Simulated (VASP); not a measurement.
The system is SnSe2.

```xyz
3
Lattice="3.8110 0.0000 0.0000 -1.9055 3.3004 0.0000 0.0000 0.0000 6.1360" Properties=species:S:1:pos:R:3 pbc="T T T"
Sn    0.0000    0.0000    0.0000
Se    0.0000    2.2003    1.5279
Se    1.9055    1.1001    4.6081
```

Base run:

| Property | Result |
| --- | --- |
| Program | VASP 6.6.1 |
| Functional | PBE |
| Potentials or basis | VASP PAW PBE potentials, release 64 (Sn_d, Se) |
| Cutoff | 500 eV |
| k mesh | 12 × 12 × 6 |
| Occupations | gaussian, width 0.01 eV |
| Spin | no spin polarisation |

Its results: band gap on the k mesh 0.72 eV (least direct gap 1.09 eV); pressure 5.6 GPa; largest force 0.806 eV/Å.

Problem. The run is repeated on the same cell with these changes: k mesh from 12 × 12 × 6 to 3 × 3 × 2. What comes out?

Solution. Band gap on the k mesh 1.07 eV; pressure 6.9 GPa; largest force 0.698 eV/Å.

Caveats: some runs use coarse meshes; spin-orbit coupling is left out, which moves the levels of the heavy elements; this functional lacks dispersion, which binds the layers, so the pressure and a relaxed spacing across them are unreliable; the cell stands under pressure (at least some runs); an odd mesh through Γ misses points on the zone boundary, where band edges can lie (at least some runs).
